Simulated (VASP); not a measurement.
Runs of VASP 6.6.1 on Os. The structure is that of space group Fm-3m (No. 225), or close to it. The cells are those of the table. This isn't the form of Os at room conditions, which is hcp.

| task | level | potentials or basis | spin | cell | k mesh | cutoff (eV) | smearing | grid for exact exchange (PRECFOCK) | share of exact exchange | gap on the mesh (eV) | pressure (GPa) | moment (μB) |
| --- | --- | --- | --- | --- | --- | --- | --- | --- | --- | --- | --- | --- |
| single point | PBEsol | VASP PAW PBE potentials, release 64 (Os) | non-collinear, zero start, SOC | a = 2.713 Å, angles 60.0°, 1 atom | 12 × 12 × 12 | 520 | fermi-dirac 0.01 eV | - | - | - | -5.1 | 0.00 |
| single point | PBEsol | VASP PAW PBE potentials, release 64 (Os) | non-collinear, zero start, SOC | a = 2.751 Å, angles 60.0°, 1 atom | 12 × 12 × 12 | 520 | fermi-dirac 0.01 eV | - | - | - | -20.1 | 0.00 |
| electric field gradients | r2SCAN+D3(BJ) | VASP PAW PBE potentials, release 64 (Os) | off | a = 2.751 Å, angles 60.0°, 1 atom | 12 × 12 × 12 | 580 | fermi-dirac 0.15 eV | - | - | none | (b) | - |
| single point | LDA | VASP PAW LDA potentials, release 64 (Os) | off | a = 2.751 Å, angles 60.0°, 1 atom | 12 × 12 × 12 | 600 | tetrahedron | - | - | none | -24.9 | - |
| single point | PBEsol | VASP PAW PBE potentials, release 64 (Os) | non-collinear, zero start, SOC | a = 2.732 Å, angles 60.0°, 1 atom | 12 × 12 × 12 | 520 | fermi-dirac 0.01 eV | - | - | - | (a) | 0.00 |
| single point | SVWN5 | VASP PAW PBE potentials, release 64 (Os) | collinear | a = 2.694 Å, angles 60.0°, 1 atom | 12 × 12 × 12 | 520 | methfessel-paxton 0.05 eV | - | - | none | -1.8 | 0.02 |
| single point | SVWN5 | VASP PAW PBE potentials, release 64 (Os) | collinear | a = 2.732 Å, angles 60.0°, 1 atom | 12 × 12 × 12 | 520 | methfessel-paxton 0.05 eV | - | - | none | -18.5 | 0.03 |
| single point | PBE0 | VASP PAW PBE potentials, release 64 (Os) | off | a = 2.751 Å, angles 60.0°, 1 atom | 7 × 7 × 7 | 520 | fermi-dirac 0.05 eV | Normal | 0.25 | none | (c) | - |

Q: Estimate the missing entries.

A: (a) -13.0; (b) -19.4; (c) -21.3.

Caveats: some runs use coarse meshes; the PAW data sets were made with another functional, which shifts forces and pressure a little (at least some runs); the cell stands under tension (at least some runs); spin-orbit coupling is left out, which moves the levels of the heavy elements (at least some runs); tetrahedron occupations give inexact forces and stress in metals (at least some runs).

A k mesh can miss the band edges, and rows without SOC leave out spin-orbit coupling on Os.

A gap of «none» marks levels without a gap at the run's occupations.
